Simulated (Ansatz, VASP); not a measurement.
# Two plane-wave programs on Sc

The input INCAR:

```
SYSTEM = Sc
AGGAC = 1.0 ; AGGAX = 1.0
ALDAC = 0.0 ; ALDAX = 1.0
ALGO = Normal ; EDIFF = 1E-7
ENCUT = 520 ; GGA = B5
ISIF = 2 ; ISMEAR = -1
LASPH = .True. ; LCHARG = .False.
LREAL = .False. ; LWAVE = .False.
NBANDS = 18 ; NELM = 60
PREC = Accurate ; SIGMA = 0.1
```

The input KPOINTS:

```
k-points
0
Gamma
  13 13 9
  0 0 0
```

POSCAR

```
Sc
1.0
   -2.8092101425      2.8090106324      1.5385396534
    2.8090106324     -2.8092101425      1.5385396534
    2.8090389864      2.8090389864     -1.5389050567
Sc
2
Direct
    0.9999983892      0.0000016108      0.0000000000
    0.7500016108      0.2499983892      0.5000000000
```

Input for Ansatz:

```yaml
crystal:
  lattice:
    - [-2.8092101425, 2.8090106324, 1.5385396534]
    - [2.8090106324, -2.8092101425, 1.5385396534]
    - [2.8090389864, 2.8090389864, -1.5389050567]
  atoms:
    - { symbol: Sc, position: [0.9999983892, 1.6108e-06, 0.0] }
    - { symbol: Sc, position: [0.7500016108, 0.2499983892, 0.5] }
hamiltonian:
  xc: blyp
  pseudopotentials:
    kind: paw
    azcp:
      Sc: "pseudopotentials/Sc.paw.azcp"
basis:
  ecutwfc: 420
  fft_grid_basis: typed
kpoints:
  mp_grid: { grid: [13, 13, 9], shift: [0, 0, 0] }
magnetization:
  spin_polarized: false
scf:
  occupations: { method: fermi_dirac, width: 0.1 }
  lower_state_search: "off"
output:
  stress: true
  write_density: true
  write_potential: true
  elf: true
  volumetric_format: npy
```

Alike in both runs: task single point; functional BLYP; k mesh 13 × 13 × 9; occupations fermi-dirac, width 0.1 eV; no spin polarisation.

```csv
,VASP,Ansatz
version,VASP 6.6.1,Ansatz 0.2.0
potentials or method,"VASP PAW PBE potentials, release 64 (Sc_sv), cutoff 520 eV","plane waves (420 eV) with PAW, scalar-relativistic"
valence electrons in the cell,22,22
```

```csv
,VASP,Ansatz,Ansatz less VASP
pressure (GPa),1.9,1.8,-0.03
"traceless stress, the component that is largest in VASP (GPa)",0.34,0.33,-0.007
```

VASP's potentials were made for PBE, not for BLYP.
